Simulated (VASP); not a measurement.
Input of a VASP 6.6.1 run:

File INCAR:

```
AGGAC = 1.0 ; AGGAX = 1.0
ALDAC = 0.0 ; ALDAX = 1.0
ALGO = Normal ; EDIFF = 1E-6
ENCUT = 520 ; GGA = B5
ISIF = 2 ; ISMEAR = -1
LASPH = T ; LCHARG = T
LELF = T ; LREAL = F
LVHAR = T ; LWAVE = F
NBANDS = 34 ; NELM = 60
PREC = Accurate ; SIGMA = 0.1
```

Contents of KPOINTS:

```
k-points
0
Gamma
  13 13 4
```

POSCAR

```
Ga
1.0
    3.2105354816      0.0000000000      0.0000000000
   -1.6052677408      2.7804052868      0.0000000000
    0.0000000000      0.0000000000     10.4800271521
Ga
4
Direct
    0.0000000000      1.0000000000      1.0000000000
    0.0000000000      1.0000000000      0.5000000000
    0.3333333333      0.6666666667      0.2500000000
    0.6666666667      0.3333333333      0.7500000000
```

Potentials or basis: VASP PAW PBE potentials, release 64 (Ga_d).

Command:

```console
$ cat potpaw_PBE.64/Ga_d/POTCAR > POTCAR
$ mpirun -np 1 vasp_std > vasp.out
```

Question: Predict the band gap on the k mesh.

Answer: Zero (band 26 reaches 7.49 eV, above the bottom of band 27 at 3.16 eV).

Question: Predict the pressure.

Answer: -1.9 GPa.

Stress tensor (GPa, compression positive):
```
-1.95  0.00  0.00
 0.00 -1.95  0.00
 0.00  0.00 -1.73
```

Caveat: the PAW data sets were made with another functional, which shifts forces and pressure a little.
